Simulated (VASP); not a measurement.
# Mo in VASP: single point with PBE

Aim: the single point of Mo with PBE.

Program: VASP 6.6.1. These are calculated values, not measurements. Logs are shortened: lines on timing, memory, paths and dates and some standing lists are left out, and cuts for length are marked.

## Step 1: The cell of the first run

The typed cell holds 4 atoms: a = 2.722 Å, b = 2.722 Å, c = 9.023 Å, α = 90.01°, β = 90.01°, γ = 70.85°.

## Step 2: Single point, PBE

INCAR

```
  ALGO = Normal
  EDIFF = 1E-7
  ENCUT = 520
  GGA = PE
  ISIF = 2
  ISMEAR = 0
  LASPH = True
  LCHARG = False
  LREAL = False
  LWAVE = False
  NBANDS = 36
  NELM = 100
  PREC = Accurate
  SIGMA = 0.1
```

KPOINTS

```
k-points
0
Gamma
  6 6 4
```

POSCAR

```
Mo
1.0
    2.2106461531     -1.5781085228      0.1850994173
    2.2106461531      1.5781085228      0.1850994173
   -0.7547211716      0.0000000000      8.9911898808
Mo
4
Direct
    0.7500478705      0.7499589683      0.1250021373
    0.2500410317      0.2499521295      0.3749978627
    0.2499521295      0.2500410317      0.8749978627
    0.7499589683      0.7500478705      0.6250021373
```

Potentials or basis: VASP PAW PBE potentials, release 64 (Mo_sv).

Run with:

```console
$ cat potpaw_PBE.64/Mo_sv/POTCAR > POTCAR
$ mpirun -np 1 vasp_std > vasp.out
```

OUTCAR:

```text
EDIFF = 1E-7
   ENCUT = 520
   GGA = PE
   ISIF = 2
   ISMEAR = 0
   LASPH = True
   LREAL = False
   NELM = 100
   PREC = Accurate

 ion  position               nearest neighbor table
   1  0.750  0.750  0.125-   3 2.75   2 2.75   2 2.75   3 2.75   2 3.16   3 3.16   2 3.16   3 3.16

   2  0.250  0.250  0.375-   4 2.75   1 2.75   1 2.75   4 2.75   1 3.16   4 3.16   1 3.16   4 3.16

   3  0.250  0.250  0.875-   1 2.75   4 2.75   4 2.75   1 2.75   4 3.16   1 3.16   4 3.16   1 3.16

   4  0.750  0.750  0.625-   2 2.75   3 2.75   3 2.75   2 2.75   3 3.16   2 3.16   3 3.16   2 3.16

  LATTYP: Found a base centered monoclinic cell.
 ALAT       =     4.4367637794
 B/A-ratio  =     0.7113782032
 C/A-ratio  =     2.0336466861
 COS(beta)  =    -0.0002077058

  Lattice vectors:

 A1 = (   2.2106461531,  -1.5781085228,   0.1850994173)
 A2 = (   2.2106461531,   1.5781085228,   0.1850994173)
 A3 = (  -0.7547211716,   0.0000000000,   8.9911898808)

Analysis of symmetry for initial positions (statically):
=====================================================================
 Subroutine PRICEL returns:
 Original cell was already a primitive cell.

 Routine SETGRP: Setting up the symmetry group for a
 base centered monoclinic supercell.

 Subroutine GETGRP returns: Found  4 space group operations
 (whereof  2 operations were pure point group operations)
 out of a pool of  4 trial point group operations.

The static configuration has the point symmetry S_2 .
 The point group associated with its full space group is C_2h.

Analysis of symmetry for dynamics (positions and initial velocities):
=====================================================================
 Subroutine PRICEL returns:
 Original cell was already a primitive cell.

 Routine SETGRP: Setting up the symmetry group for a
 base centered monoclinic supercell.

 Subroutine GETGRP returns: Found  4 space group operations
 (whereof  2 operations were pure point group operations)
 out of a pool of  4 trial point group operations.

The dynamic configuration has the point symmetry S_2 .
 The point group associated with its full space group is C_2h.

 Subroutine INISYM returns: Found  4 space group operations
 (whereof  2 operations are pure point group operations),
 and found     1 'primitive' translations

----------------------------------------------------------------------------------------

                                     Primitive cell

  volume of cell :      63.1750

  direct lattice vectors                    reciprocal lattice vectors
     2.210646153 -1.578108523  0.185099417     0.224599643 -0.316834991  0.018852911
     2.210646153  1.578108523  0.185099417     0.224599643  0.316834991  0.018852911
    -0.754721172  0.000000000  8.991189881    -0.009247555  0.000000000  0.110443744

  length of vectors
     2.722433602  2.722433602  9.022809957     0.388824952  0.388824952  0.110830221

  position of ions in fractional coordinates (direct lattice)
     0.750047870  0.749958968  0.125002137
     0.250041032  0.249952130  0.374997863
     0.249952130  0.250041032  0.874997863
     0.749958968  0.750047870  0.625002137

  ion indices of the primitive-cell ions
   primitive index   ion index
                 1           1
                 2           2
                 3           3
                 4           4

----------------------------------------------------------------------------------------

 KPOINTS: k-points

Automatic generation of k-mesh.
 Grid dimensions read from file:
 generate k-points for:    6    6    4

 Generating k-lattice:

  Cartesian coordinates                     Fractional coordinates (reciprocal lattice)
     0.037433274 -0.052805832  0.003142152     0.166666667 -0.000000000  0.000000000
     0.037433274  0.052805832  0.003142152    -0.000000000  0.166666667  0.000000000
    -0.002311889  0.000000000  0.027610936    -0.000000000 -0.000000000  0.250000000

  Length of vectors
     0.064804159  0.064804159  0.027707555

  Shift w.r.t. Gamma in fractional coordinates (k-lattice)
     0.000000000  0.000000000  0.000000000

 Subroutine IBZKPT returns following result:
 ===========================================

 Found     47 irreducible k-points:

 Following reciprocal coordinates:
            Coordinates               Weight
  0.000000  0.000000  0.000000      1.000000
  0.166667 -0.000000  0.000000      4.000000
  0.333333 -0.000000 -0.000000      4.000000
  0.500000 -0.000000  0.000000      2.000000
  0.166667  0.166667  0.000000      2.000000
  0.333333  0.166667  0.000000      4.000000
[... 16 lines left out ...]
 -0.333333  0.166667  0.250000      4.000000
 -0.166667  0.166667  0.250000      4.000000
 [... further k-points ...]
   k-points           NKPTS =     47   k-points in BZ     NKDIM =     47   number of bands    NBANDS=     36
   number of dos      NEDOS =    301   number of ions     NIONS =      4
   total plane-waves  NPLWV =  28000
   dimension x,y,z NGX =    20 NGY =   20 NGZ =   70
   dimension x,y,z NGXF=    40 NGYF=   40 NGZF=  140
   ions per type =               4
   NGX,Y,Z   is equivalent  to a cutoff of  12.21, 12.21, 12.90 a.u.
   NGXF,Y,Z  is equivalent  to a cutoff of  24.43, 24.43, 25.80 a.u.
 SYSTEM =  unknown system
   PREC   = accura    normal or accurate (medium, high low for compatibility)
   ISTART =      0    job   : 0-new  1-cont  2-samecut
   ICHARG =      2    charge: 1-file 2-atom 10-const
   ISPIN  =      1    spin polarized calculation?
   LNONCOLLINEAR =      F non collinear calculations
   LSORBIT =      F    spin-orbit coupling
   LASPH  =      T    aspherical Exc in radial PAW
   ENCUT  =  520.0 eV  38.22 Ry    6.18 a.u.   5.06  5.06 16.78*2*pi/ulx,y,z
   NELM   =    100;   NELMIN=  2; NELMDL= -5     # of ELM steps
   EDIFF  = 0.1E-06   stopping-criterion for ELM
   LREAL  =      F    real-space projection
   EDIFFG = 0.1E-05   stopping-criterion for IOM
   NSW    =      0    number of steps for IOM
   IBRION =     -1    ionic relax: 0-MD 1-quasi-New 2-CG
   NFREE  =      0    steps in history (QN), initial steepest desc. (CG)
   ISIF   =      2    stress and relaxation
   ISYM   =      2    0-nonsym 1-usesym 2-fastsym
   POTIM  = 0.5000    time-step for ionic-motion
   TEBEG  =    0.0;   TEEND  =   0.0 temperature during run
   PSTRESS=    0.0 pullay stress
   NELECT =      56.0000    total number of electrons
   NUPDOWN=      -1.0000    fix difference up-down
   EMIN   =  10.00;   EMAX   =-10.00  energy-range for DOS
   EFERMI =   0.00;   METHOD = LEGACY
   ISMEAR =     0;   SIGMA  =   0.10  broadening in eV -4-tet -1-fermi 0-gaus
   EFERMI_NEDOS =   21; number of points for ismear=-14 and -15
   IALGO  =     38    algorithm
   IMIX   =      4    mixing-type and parameters
     AMIX     =   0.40;   BMIX     =  1.00
     AMIX_MAG =   1.60;   BMIX_MAG =  1.00
  volume/ion in A,a.u.               =      15.79       106.58
  Fermi-wavevector in a.u.,A,eV,Ry     =   1.572615  2.971812 33.648828  2.473119
  Thomas-Fermi vector in A             =   2.674023
   LORBIT       =      0    0 simple, 1 ext, 2 COOP (PROOUT), +10 PAW based schemes
   GGA     = PE    functional components
   LHFCALC =     F    Hartree Fock is set to
   AEXX    =    0.0000 exact exchange contribution
   IVDW    =     0    specifies the selected vdW correction
   LEPSILON=     F    determine dielectric tensor
   LRPA    =     F    only Hartree local field effects (RPA)
 non-spin polarized calculation
 Gauss-broadening in eV      SIGMA  =   0.10
  energy-cutoff  :      520.00
  volume of cell :       63.17
 maximum number of plane-waves:      1732
   NGX = 11   NGY = 11   NGZ = 33

 number of electron      56.0000000 magnetization

 Free energy of the ion-electron system (eV)
  ---------------------------------------------------
  ext. energy  EPLUGINS =         0.00000000
  ---------------------------------------------------
  free energy    TOTEN  =       -43.87222740 eV

  energy without entropy =      -43.86343079  energy(sigma->0) =      -43.86782910

 E-fermi :  12.4240     XC(G=0): -13.3355

 val. band max:       12.3198574153   @ k =  -0.3333   0.3333   0.2500
 cond. band min:      12.4389832217   @ k =   0.1667   0.1667   0.2500
 fundamental gap:      0.1191258064
 Fermi energy:        12.4239893634

 k-point     1 :       0.0000    0.0000    0.0000
  band No.  band energies     occupation
      1     -48.8744      2.00000
      2     -48.7557      2.00000
      3     -48.7556      2.00000
      4     -48.6342      2.00000
      5     -23.5067      2.00000
      6     -22.8724      2.00000
[... 28 lines left out ...]
     35      14.0748      0.00000
     36      14.1461      0.00000

 k-point     2 :       0.1667   -0.0000    0.0000
  band No.  band energies     occupation
      1     -48.8257      2.00000
      2     -48.7222      2.00000
      3     -48.7221      2.00000
      4     -48.6168      2.00000
      5     -23.3929      2.00000
      6     -22.9692      2.00000
[... 28 lines left out ...]
     35      14.4913      0.00000
     36      14.4922      0.00000

 k-point     3 :       0.3333   -0.0000   -0.0000
  band No.  band energies     occupation
      1     -48.7152      2.00000
      2     -48.6544      2.00000
      3     -48.6544      2.00000
      4     -48.5935      2.00000
      5     -23.3067      2.00000
      6     -23.3067      2.00000
[... 28 lines left out ...]
     35      14.6783      0.00000
     36      14.7281      0.00000
[... 742 lines left out ...]
 k-point    23 :      -0.3333    0.1667    0.2500
  band No.  band energies     occupation
      1     -48.6367      2.00000
      2     -48.6271      2.00000
      3     -48.6139      2.00000
      4     -48.6047      2.00000
      5     -23.3186      2.00000
      6     -23.2922      2.00000
[... 28 lines left out ...]
     35      14.8243      0.00000
     36      15.1862      0.00000

 k-point    24 :      -0.1667    0.1667    0.2500
  band No.  band energies     occupation
      1     -48.7483      2.00000
      2     -48.7103      2.00000
      3     -48.6563      2.00000
      4     -48.6180      2.00000
      5     -23.2020      2.00000
      6     -23.1999      2.00000
[... 28 lines left out ...]
     35      14.6368      0.00000
     36      14.7800      0.00000

 [... further k-points ...]

------------------------ aborting loop because EDIFF is reached ----------------------------------------

  FORCE on cell =-STRESS in cart. coord.  units (eV):
  Direction    XX          YY          ZZ          XY          YZ          ZX
  --------------------------------------------------------------------------------------
  -------------------------------------------------------------------------------------
  Total        0.2031403      0.1411136      0.1468449      0.0000000      0.0000000      0.0168937
  in kB        5.1518318      3.5787765      3.7241268      0.0000000      0.0000000      0.4284397
  external PRESSURE =       4.1515784 kB  Pullay stress =       0.0000000 kB

 VOLUME and BASIS-vectors are now :
 -----------------------------------------------------------------------------
  energy-cutoff  :      520.00
  volume of cell :       63.17
      direct lattice vectors                 reciprocal lattice vectors
     2.210646153 -1.578108523  0.185099417     0.224599643 -0.316834991  0.018852911
     2.210646153  1.578108523  0.185099417     0.224599643  0.316834991  0.018852911
    -0.754721172  0.000000000  8.991189881    -0.009247555  0.000000000  0.110443744

 POSITION                                       TOTAL-FORCE (eV/Angst)
 -----------------------------------------------------------------------------------
      3.22164     -0.00014      1.40157        -0.000144      0.000596     -0.000501
      0.82229     -0.00014      3.46423         0.000144      0.000596      0.000501
      0.44493      0.00014      7.95982         0.000144     -0.000596      0.000501
      2.84428      0.00014      5.89716        -0.000144     -0.000596     -0.000501
 -----------------------------------------------------------------------------------
    total drift:                               -0.000000     -0.000000     -0.000000

  FREE ENERGIE OF THE ION-ELECTRON SYSTEM (eV)
  ---------------------------------------------------
  free  energy   TOTEN  =       -43.8722273987 eV

  energy  without entropy=      -43.8634307921  energy(sigma->0) =      -43.86782910
```

It took 51 s on 1 thread of AMD EPYC 9R45 (Zen 5), shared host; peak memory 0.18 GiB.

What came out:

```yaml
Free_energy: -43.8722 eV
Pressure: 0.4 GPa
Band_gap_on_the_k_mesh: zero (bands 28 and 29 overlap by 2.24 eV)
```

Levels at points of the mesh, in eV from the Fermi level:
| k point | band 24 | band 25 | band 26 | band 27 | band 28 | band 29 | band 30 | band 31 | band 32 | band 33 |
| --- | --- | --- | --- | --- | --- | --- | --- | --- | --- | --- |
| (0.00, 0.00, 0.00) | -1.64 | -1.64 | -1.47 | -1.38 | -1.22 | 1.09 | 1.09 | 1.22 | 1.22 | 1.44 |
| (0.50, 0.00, 0.00) | -3.00 | -1.70 | -1.70 | 1.35 | 1.35 | 1.60 | 1.60 | 1.67 | 1.67 | 2.28 |
| (0.50, 0.50, 0.00) | -3.29 | -0.78 | -0.78 | 0.30 | 0.30 | 1.55 | 1.72 | 2.15 | 3.76 | 3.91 |
| (0.00, 0.00, 0.50) | -1.81 | -1.51 | -1.51 | -0.61 | -0.61 | -0.11 | -0.11 | 1.28 | 1.28 | 1.65 |
| (0.50, 0.00, 0.50) | -3.20 | -0.25 | -0.24 | -0.24 | -0.24 | 1.54 | 1.54 | 1.54 | 1.54 | 2.64 |
| (0.50, 0.50, 0.50) | -2.64 | -0.95 | -0.95 | 0.67 | 0.67 | 1.89 | 1.89 | 2.27 | 2.27 | 4.16 |

Caveat: the k points lie up to 0.41 Å⁻¹ apart, too coarse for converged energies and pressures of a metal.
